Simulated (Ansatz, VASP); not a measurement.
# TiO2: VASP beside Ansatz

The input INCAR:

```
SYSTEM = TiO2
PREC = Accurate
ENCUT = 520
EDIFF = 1E-6
ISMEAR = -1
SIGMA = 0.08
LREAL = .FALSE.
LASPH = .TRUE.
NELM = 100
ALGO = Normal
ISIF = 2
LWAVE = .FALSE.
LCHARG = .FALSE.
GGA = PE
NBANDS = 33
```

File KPOINTS:

```
Automatic mesh
0
G
  13 13 13
  0 0 0
```

File POSCAR:

```
TiO2
1.0
   -1.8925000000      1.8925000000      4.7094300000
    1.8925000000     -1.8925000000      4.7094300000
    1.8925000000      1.8925000000     -4.7094300000
Ti O
2 4
Direct
    0.0000000000      0.0000000000      0.0000000000
    0.7500000000      0.2500000000      0.5000000000
    0.2066000000      0.2066000000      0.0000000000
    0.9566000000      0.4566000000      0.5000000000
    0.5434000000      0.0434000000      0.5000000000
    0.7934000000      0.7934000000      0.0000000000
```

Input for Ansatz:

```yaml
crystal:
  lattice:
    - [-1.8925, 1.8925, 4.70943]
    - [1.8925, -1.8925, 4.70943]
    - [1.8925, 1.8925, -4.70943]
  atoms:
    - { symbol: Ti, position: [0.0, 0.0, 0.0] }
    - { symbol: Ti, position: [0.75, 0.25, 0.5] }
    - { symbol: O, position: [0.2066, 0.2066, 0.0] }
    - { symbol: O, position: [0.9566, 0.4566, 0.5] }
    - { symbol: O, position: [0.5434, 0.0434, 0.5] }
    - { symbol: O, position: [0.7934, 0.7934, 0.0] }
kpoints:
  mp_grid: { grid: [13, 13, 13] }
  band_path:
    path:
      - [0.0, 0.0, 0.0]
      - [0.0, 0.0, 0.5]
      - [0.25, 0.25, 0.25]
      - [0.0, 0.5, 0.0]
      - [0.0, 0.0, 0.0]
      - [0.5, 0.5, -0.5]
      - [0.2903715193, 0.7096284807, -0.2903715193]
      - [-0.2903715193, 0.2903715193, 0.2903715193]
      - [0.0, 0.0, 0.0]
    npoints: 5
scf:
  occupations: { method: fermi_dirac, width: 0.08 }
hamiltonian:
  xc: pbe
  pseudopotentials: { kind: all_electron, lapw: { basis_error: 0.001 } }
output:
  forces: true
  stress: true
  eigenvalues: true
```

Change from the starting cell: zz strain of -1 %.

Alike in both runs: task single point; functional PBE; k mesh 13 × 13 × 13; occupations fermi-dirac, width 0.08 eV; no spin polarisation.

|  | VASP | Ansatz |
| --- | --- | --- |
| version | VASP 6.6.1 | Ansatz 0.2.0 |
| potentials or method | VASP PAW PBE potentials, release 64 (Ti_sv, O), cutoff 520 eV | all-electron LAPW, scalar-relativistic |

```tsv
	VASP	Ansatz	Ansatz less VASP
pressure (GPa)	9.3	8.5	-0.75
traceless stress, the component that is largest in VASP (GPa)	4.96	4.79	-0.164
rms of the force components (eV/Å)	0.276	0.263	-0.0128
```

Atom by atom the forces differ by 0.013 eV/Å (rms over components). Ansatz ran all-electron here, and VASP with PAW potentials.
